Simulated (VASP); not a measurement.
# Ga4AsP3 (an interface model) in VASP: a series of runs

Ga4AsP3 (an interface model) is run at these levels: PBEsol, PBEsol+D3(BJ); tasks: single point.

All numbers are computed with VASP 6.6.1; they aren't measurements. Logs are shortened: lines on timing, memory, paths and dates and some standing lists are left out, and cuts for length are marked.

**1. The cell of the first run**

The cell holds layers of an interface, 8 atoms: a = 4.002 Å, b = 5.660 Å, c = 7.593 Å, α = 90.00°, β = 90.00°, γ = 90.00°.

**2. Single point, PBEsol**

INCAR reads:

```
PREC = Accurate
ENCUT = 520
EDIFF = 1E-7
ISMEAR = -1
SIGMA = 0.05
LREAL = False
LASPH = True
NELM = 60
ALGO = Normal
ISIF = 2
LWAVE = False
LCHARG = True
GGA = PS
LELF = True
LVHAR = True
NBANDS = 46
```

KPOINTS reads:

```
regular mesh
0
Gamma
  4 3 2
```

POSCAR reads:

```
Ga4AsP3
1.0
    2.8300000000     -2.8300000000      0.0000000000
    0.0000000000      0.0000000000      5.6600000000
   -5.3692650000     -5.3692650000      0.0000000000
Ga P As
4 3 1
Direct
    0.0257650000      0.0153360000      0.0001410000
    0.9966450000      0.0366780000      0.5302410000
    0.5085940000      0.4802350000      0.7672980000
    0.5404080000      0.4874070000      0.2644300000
    0.9792450000      0.2358290000      0.7603300000
    0.9809400000      0.2269460000      0.2574790000
    0.4567380000      0.7671590000      0.5199310000
    0.4836480000      0.7664540000      0.9985180000
```

Potentials or basis: VASP PAW PBE potentials, release 64 (Ga_d, P, As).

Run with:

```
cat potpaw_PBE.64/Ga_d/POTCAR potpaw_PBE.64/P/POTCAR potpaw_PBE.64/As/POTCAR > POTCAR
mpirun -np 1 vasp_std > vasp.out
```

OUTCAR:

```text
PREC = Accurate
   ENCUT = 520
   EDIFF = 1E-7
   ISMEAR = -1
   LREAL = False
   LASPH = True
   NELM = 60
   ISIF = 2
   GGA = PS

 ion  position               nearest neighbor table
   1  0.026  0.015  0.000-   5 2.22   6 2.30   8 2.31   8 2.59
   2  0.997  0.037  0.530-   5 2.08   6 2.34   7 2.39   7 2.65
   3  0.509  0.480  0.767-   5 2.34   8 2.39   7 2.49   5 2.53
   4  0.540  0.487  0.264-   6 2.30   7 2.53   8 2.57   6 2.68
   5  0.979  0.236  0.760-   2 2.08   1 2.22   3 2.34   3 2.53
   6  0.981  0.227  0.257-   4 2.30   1 2.30   2 2.34   4 2.68
   7  0.457  0.767  0.520-   2 2.39   3 2.49   4 2.53   2 2.65
   8  0.484  0.766  0.999-   1 2.31   3 2.39   4 2.57   1 2.59

  LATTYP: Found a simple orthorhombic cell.
 ALAT       =     4.0022243815
 B/A-ratio  =     1.4142135624
 C/A-ratio  =     1.8972667845

  Lattice vectors:

 A1 = (   2.8300000000,  -2.8300000000,   0.0000000000)
 A2 = (   0.0000000000,   0.0000000000,   5.6600000000)
 A3 = (  -5.3692650000,  -5.3692650000,   0.0000000000)

Analysis of symmetry for initial positions (statically):
=====================================================================
 Subroutine PRICEL returns:
 Original cell was already a primitive cell.

 Routine SETGRP: Setting up the symmetry group for a
 simple orthorhombic supercell.

 Subroutine GETGRP returns: Found  1 space group operations
 (whereof  1 operations were pure point group operations)
 out of a pool of  8 trial point group operations.

The static configuration has the point symmetry C_1 .

Analysis of symmetry for dynamics (positions and initial velocities):
=====================================================================
 Subroutine PRICEL returns:
 Original cell was already a primitive cell.

 Routine SETGRP: Setting up the symmetry group for a
 simple orthorhombic supercell.

 Subroutine GETGRP returns: Found  1 space group operations
 (whereof  1 operations were pure point group operations)
 out of a pool of  8 trial point group operations.

The dynamic configuration has the point symmetry C_1 .

 Subroutine INISYM returns: Found  1 space group operations
 (whereof  1 operations are pure point group operations),
 and found     1 'primitive' translations

----------------------------------------------------------------------------------------

                                     Primitive cell

  volume of cell :     172.0076

  direct lattice vectors                    reciprocal lattice vectors
     2.830000000 -2.830000000  0.000000000     0.176678445 -0.176678445  0.000000000
     0.000000000  0.000000000  5.660000000     0.000000000  0.000000000  0.176678445
    -5.369265000 -5.369265000  0.000000000    -0.093122615 -0.093122615  0.000000000

  length of vectors
     4.002224382  5.660000000  7.593287383     0.249861053  0.176678445  0.131695266

  position of ions in fractional coordinates (direct lattice)
     0.025765000  0.015336000  0.000141000
     0.996645000  0.036678000  0.530241000
     0.508594000  0.480235000  0.767298000
     0.540408000  0.487407000  0.264430000
     0.979245000  0.235829000  0.760330000
     0.980940000  0.226946000  0.257479000
     0.456738000  0.767159000  0.519931000
     0.483648000  0.766454000  0.998518000

  ion indices of the primitive-cell ions
   primitive index   ion index
                 1           1
                 2           2
                 3           3
                 4           4
                 5           5
                 6           6
                 7           7
                 8           8

----------------------------------------------------------------------------------------

 KPOINTS: regular mesh

Automatic generation of k-mesh.
 Grid dimensions read from file:
 generate k-points for:    4    3    2

 Generating k-lattice:

  Cartesian coordinates                     Fractional coordinates (reciprocal lattice)
     0.044169611 -0.044169611  0.000000000     0.250000000  0.000000000  0.000000000
     0.000000000  0.000000000  0.058892815     0.000000000  0.333333333  0.000000000
    -0.046561308 -0.046561308  0.000000000     0.000000000  0.000000000  0.500000000

  Length of vectors
     0.062465263  0.058892815  0.065847633

  Shift w.r.t. Gamma in fractional coordinates (k-lattice)
     0.000000000  0.000000000  0.000000000

 Subroutine IBZKPT returns following result:
 ===========================================

 Found     14 irreducible k-points:

 Following reciprocal coordinates:
            Coordinates               Weight
  0.000000  0.000000  0.000000      1.000000
  0.250000  0.000000  0.000000      2.000000
  0.500000  0.000000  0.000000      1.000000
  0.000000  0.333333  0.000000      2.000000
  0.250000  0.333333  0.000000      2.000000
  0.250000 -0.333333  0.000000      2.000000
  0.500000  0.333333  0.000000      2.000000
  0.000000  0.000000  0.500000      1.000000
  0.250000  0.000000  0.500000      2.000000
  0.500000  0.000000  0.500000      1.000000
  0.000000  0.333333  0.500000      2.000000
  0.250000  0.333333  0.500000      2.000000
  0.250000 -0.333333  0.500000      2.000000
  0.500000  0.333333  0.500000      2.000000
   k-points           NKPTS =     14   k-points in BZ     NKDIM =     14   number of bands    NBANDS=     46
   number of dos      NEDOS =    301   number of ions     NIONS =      8
   total plane-waves  NPLWV =  70560
   dimension x,y,z NGX =    30 NGY =   42 NGZ =   56
   dimension x,y,z NGXF=    60 NGYF=   84 NGZF=  112
   ions per type =               4   3   1
   NGX,Y,Z   is equivalent  to a cutoff of  12.46, 12.34, 12.26 a.u.
   NGXF,Y,Z  is equivalent  to a cutoff of  24.92, 24.67, 24.52 a.u.
 SYSTEM =  unknown system
   PREC   = accura    normal or accurate (medium, high low for compatibility)
   ISTART =      0    job   : 0-new  1-cont  2-samecut
   ICHARG =      2    charge: 1-file 2-atom 10-const
   ISPIN  =      1    spin polarized calculation?
   LNONCOLLINEAR =      F non collinear calculations
   LSORBIT =      F    spin-orbit coupling
   LASPH  =      T    aspherical Exc in radial PAW
   ENCUT  =  520.0 eV  38.22 Ry    6.18 a.u.   7.44 10.52 14.12*2*pi/ulx,y,z
   NELM   =     60;   NELMIN=  2; NELMDL= -5     # of ELM steps
   EDIFF  = 0.1E-06   stopping-criterion for ELM
   LREAL  =      F    real-space projection
   EDIFFG = 0.1E-05   stopping-criterion for IOM
   NSW    =      0    number of steps for IOM
   IBRION =     -1    ionic relax: 0-MD 1-quasi-New 2-CG
   NFREE  =      0    steps in history (QN), initial steepest desc. (CG)
   ISIF   =      2    stress and relaxation
   ISYM   =      2    0-nonsym 1-usesym 2-fastsym
   POTIM  = 0.5000    time-step for ionic-motion
   TEBEG  =    0.0;   TEEND  =   0.0 temperature during run
   PSTRESS=    0.0 pullay stress
   NELECT =      72.0000    total number of electrons
   NUPDOWN=      -1.0000    fix difference up-down
   EMIN   =  10.00;   EMAX   =-10.00  energy-range for DOS
   EFERMI =   0.00;   METHOD = LEGACY
   ISMEAR =    -1;   SIGMA  =   0.05  broadening in eV -4-tet -1-fermi 0-gaus
   EFERMI_NEDOS =   21; number of points for ismear=-14 and -15
   IALGO  =     38    algorithm
   IMIX   =      4    mixing-type and parameters
     AMIX     =   0.40;   BMIX     =  1.00
     AMIX_MAG =   1.60;   BMIX_MAG =  1.00
  volume/ion in A,a.u.               =      21.50       145.10
  Fermi-wavevector in a.u.,A,eV,Ry     =   1.224625  2.314206 20.404742  1.499706
  Thomas-Fermi vector in A             =   2.359693
   LORBIT       =      0    0 simple, 1 ext, 2 COOP (PROOUT), +10 PAW based schemes
   GGA     = PS    functional components
   LHFCALC =     F    Hartree Fock is set to
   AEXX    =    0.0000 exact exchange contribution
   IVDW    =     0    specifies the selected vdW correction
   LEPSILON=     F    determine dielectric tensor
   LRPA    =     F    only Hartree local field effects (RPA)
 non-spin polarized calculation
  energy-cutoff  :      520.00
  volume of cell :      172.01
 maximum number of plane-waves:      4662
 NGX is ok and might be reduce to    30
   NGX = 15   NGY = 21   NGZ = 29

 number of electron      72.0000012 magnetization

 Free energy of the ion-electron system (eV)
  ---------------------------------------------------
  ext. energy  EPLUGINS =         0.00000000
  ---------------------------------------------------
  free energy    TOTEN  =       -36.89782718 eV

  energy without entropy =      -36.89615157  energy(sigma->0) =      -36.89698938

 E-fermi :   4.6158     XC(G=0):  -9.8063

 val. band max:        4.4516692015   @ k =   0.0000   0.0000   0.0000
 cond. band min:       4.7695855350   @ k =   0.5000   0.0000   0.0000
 fundamental gap:      0.3179163335
 Fermi energy:         4.6157684850

 k-point     1 :       0.0000    0.0000    0.0000
  band No.  band energies     occupation
      1     -10.9893      2.00000
      2     -10.8477      2.00000
      3     -10.8146      2.00000
      4     -10.7745      2.00000
      5     -10.7290      2.00000
      6     -10.7003      2.00000
[... 38 lines left out ...]
     45       8.8390      0.00000
     46       8.9313      0.00000

 k-point     2 :       0.2500    0.0000    0.0000
  band No.  band energies     occupation
      1     -10.9904      2.00000
      2     -10.8481      2.00000
      3     -10.8193      2.00000
      4     -10.7834      2.00000
      5     -10.7205      2.00000
      6     -10.7046      2.00000
[... 38 lines left out ...]
     45       8.6990      0.00000
     46       9.4494      0.00000

 k-point     3 :       0.5000    0.0000    0.0000
  band No.  band energies     occupation
      1     -10.9922      2.00000
      2     -10.8542      2.00000
      3     -10.8247      2.00000
      4     -10.7844      2.00000
      5     -10.7122      2.00000
      6     -10.7104      2.00000
[... 528 lines left out ...]
     45       9.4586      0.00000
     46       9.5468      0.00000

 k-point    14 :       0.5000    0.3333    0.5000
  band No.  band energies     occupation
      1     -10.9859      2.00000
      2     -10.8510      2.00000
      3     -10.8226      2.00000
      4     -10.7730      2.00000
      5     -10.7179      2.00000
      6     -10.7078      2.00000
[... 38 lines left out ...]
     45       9.8743      0.00000
     46      10.0360      0.00000

------------------------ aborting loop because EDIFF is reached ----------------------------------------

  FORCE on cell =-STRESS in cart. coord.  units (eV):
  Direction    XX          YY          ZZ          XY          YZ          ZX
  --------------------------------------------------------------------------------------
  -------------------------------------------------------------------------------------
  Total        1.5394287      1.4144521     -2.7865889      5.6074382      0.0514684     -3.5542304
  in kB       14.3391183     13.1750157    -25.9558813     52.2308845      0.4794060    -33.1061329
  external PRESSURE =       0.5194176 kB  Pullay stress =       0.0000000 kB

 VOLUME and BASIS-vectors are now :
 -----------------------------------------------------------------------------
  energy-cutoff  :      520.00
  volume of cell :      172.01
      direct lattice vectors                 reciprocal lattice vectors
     2.830000000 -2.830000000  0.000000000     0.176678445 -0.176678445  0.000000000
     0.000000000  0.000000000  5.660000000     0.000000000  0.000000000  0.176678445
    -5.369265000 -5.369265000  0.000000000    -0.093122615 -0.093122615  0.000000000

 POSITION                                       TOTAL-FORCE (eV/Angst)
 -----------------------------------------------------------------------------------
      0.07216     -0.07367      0.08680        -1.605866      0.452869     -0.959193
     -0.02650     -5.66751      0.20760         1.680971      2.573718     -3.251422
     -2.68051     -5.55915      2.71813         0.000419      1.372612      0.854157
      0.10956     -2.94915      2.75872        -1.196884      1.016435      1.163531
     -1.31115     -6.85368      1.33479        -0.788970     -1.688676      3.026278
      1.39359     -4.15853      1.28451         0.542533     -1.167684      1.036665
     -1.49908     -4.08422      4.34212         0.967251     -0.688515     -0.794655
     -3.99258     -6.73003      4.33813         0.400547     -1.870759     -1.075361
 -----------------------------------------------------------------------------------
    total drift:                               -0.000176     -0.000479     -0.002396

  FREE ENERGIE OF THE ION-ELECTRON SYSTEM (eV)
  ---------------------------------------------------
  free  energy   TOTEN  =       -36.8978271816 eV

  energy  without entropy=      -36.8961515715  energy(sigma->0) =      -36.89698938
```

It took 87 s on 1 thread of Intel Xeon 6975P-C (Granite Rapids), shared host; peak memory 0.3 GiB.

Results:

```
Free energy            : -36.8978 eV
Pressure               : 0.1 GPa
Largest force          : 4.475 eV/Å
Band gap on the k mesh : 0.32 eV, indirect (least direct gap 0.50 eV)
```

Forces in eV/Å, atoms in the order of the input:
```
Ga  -1.606  0.453 -0.959
Ga   1.681  2.574 -3.251
Ga   0.000  1.373  0.854
Ga  -1.197  1.016  1.164
P   -0.789 -1.689  3.026
P    0.543 -1.168  1.037
P    0.967 -0.689 -0.795
As   0.401 -1.871 -1.075
```

Levels at points of the mesh, in eV from the valence-band top:
| k point | band 34 | band 35 | band 36 | band 37 | band 38 | band 39 |
| --- | --- | --- | --- | --- | --- | --- |
| (0.00, 0.00, 0.00) | -0.93 | -0.08 | 0.00 | 0.50 | 1.16 | 1.38 |
| (0.50, 0.00, 0.00) | -2.61 | -2.17 | -0.56 | 0.32 | 0.65 | 1.55 |
| (0.00, 0.00, 0.50) | -1.80 | -0.44 | -0.26 | 1.11 | 1.53 | 1.81 |
| (0.50, 0.00, 0.50) | -2.83 | -2.36 | -2.08 | 1.84 | 1.98 | 2.17 |

Caveat: the PAW data sets were made with another functional, which shifts forces and pressure a little.

[end of part 1 of 2]
